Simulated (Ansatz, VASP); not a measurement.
# CoSi4Ru3 in VASP and in Ansatz

```xyz
8
Lattice="0.0000 0.0000 2.9241 5.7952 0.0000 0.0000 0.0000 5.7952 0.0000" Properties=species:S:1:pos:R:3 pbc="T T T"
Si    4.3153    4.3153    1.4620
Si    4.3153    1.4799    1.4620
Si    1.4799    4.3153    1.4620
Si    1.4799    1.4799    1.4620
Co    2.8976    2.8976    0.0000
Ru    0.0000    0.0000    0.0000
Ru    0.0000    2.8976    0.0000
Ru    2.8976    0.0000    0.0000
```

Alike in both runs: task single point; functional PBE; k mesh 8 × 4 × 4; occupations gaussian, width 0.2 eV; collinear spin.

|  | VASP | Ansatz |
| --- | --- | --- |
| version | VASP 6.6.1 | Ansatz 0.2.0 |
| potentials or method | VASP PAW PBE potentials, release 64 (Si, Co, Ru_pv), cutoff 520 eV | scalar-relativistic, plane waves, PAW |
| valence electrons in the cell | 67 | 81 |

VASP gave:

```
gap on the k mesh at the Fermi level (eV)                     : none
pressure (GPa)                                                : -0.6
traceless stress, the component that is largest in VASP (GPa) : 0.15
rms of the force components (eV/Å)                            : 0.028
net moment per atom (μB)                                      : 0.00
size of the moment on the site where the two differ most (μB) : 0.00
```

**Question.** Estimate Ansatz's values.

**Answer.** gap on the k mesh at the Fermi level (eV): none; pressure (GPa): -0.4; traceless stress, the component that is largest in VASP (GPa): 0.20; rms of the force components (eV/Å): 0.014; net moment per atom (μB): 0.08; size of the moment on the site where the two differ most (μB): 0.55.

Site moments also hang on the region over which each program counts them. Atom by atom the forces differ by 0.014 eV/Å (rms over components). A gap of «none» marks a metal or a gap that the smearing closes. VASP's potentials hold 67 valence electrons a cell and Ansatz's 81, so a difference there can come from the potentials and not from the codes.
